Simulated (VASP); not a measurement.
Set up this calculation in VASP 6.6.1, as the native input.

- Task: single point
- Functional: PBEsol
- Potentials or basis: VASP PAW PBE potentials, release 64 (Sn_d, Se)
- Cutoff: 520 eV
- k mesh: 12 × 12 × 6
- Occupations: gaussian, width 0.02 eV
- Spin: no spin polarisation
- Dipole correction: no
- Further INCAR settings: ALGO = Normal; EDIFF = 1e-07; NBANDS = 20

The structure of SnSe2 lies in POSCAR:

```
SnSe2
1.0
    3.8174487323      0.0000000000      0.0000000000
   -1.9087243662      3.3060075798      0.0000000000
    0.0000000000      0.0000000000      6.1546758477
Sn Se
1 2
Direct
    0.0000000000      0.0000000000      0.0000000000
    0.6666666667      0.3333333333      0.7421700582
    0.3333333333      0.6666666667      0.2578299418
```

One way to write it, as run:

INCAR

```
SYSTEM = SnSe2
PREC = Accurate ; ENCUT = 520
EDIFF = 1E-7 ; ISMEAR = 0
SIGMA = 0.02 ; LREAL = .False.
LASPH = .True. ; NELM = 100
ALGO = Normal ; ISIF = 2
LWAVE = .False. ; LCHARG = .False.
GGA = PS ; NBANDS = 20
```

KPOINTS

```
Automatic mesh
0
Gamma
  12 12 6
  0 0 0
```

Potentials or basis: VASP PAW PBE potentials, release 64 (Sn_d, Se).

Run with:

```bash
$ cat potpaw_PBE.64/Sn_d/POTCAR potpaw_PBE.64/Se/POTCAR > POTCAR
$ mpirun -np 1 vasp_std > vasp.out
```

Results of the run:

```json
{
 "Pressure": "0.1 GPa",
 "Largest force": "0.018 eV/Å",
 "Band gap on the k mesh": "0.49 eV (least direct gap 0.99 eV)"
}
```

Caveat: the PAW data sets were made with another functional, which shifts forces and pressure a little; spin-orbit coupling is left out, which moves the levels of the heavy elements; this functional lacks dispersion, which binds the layers, so the pressure and a relaxed spacing across them are unreliable.

Run time: 2.3 min on 1 thread of Intel Xeon 8259CL, on a shared host, peak memory 0.29 GiB.
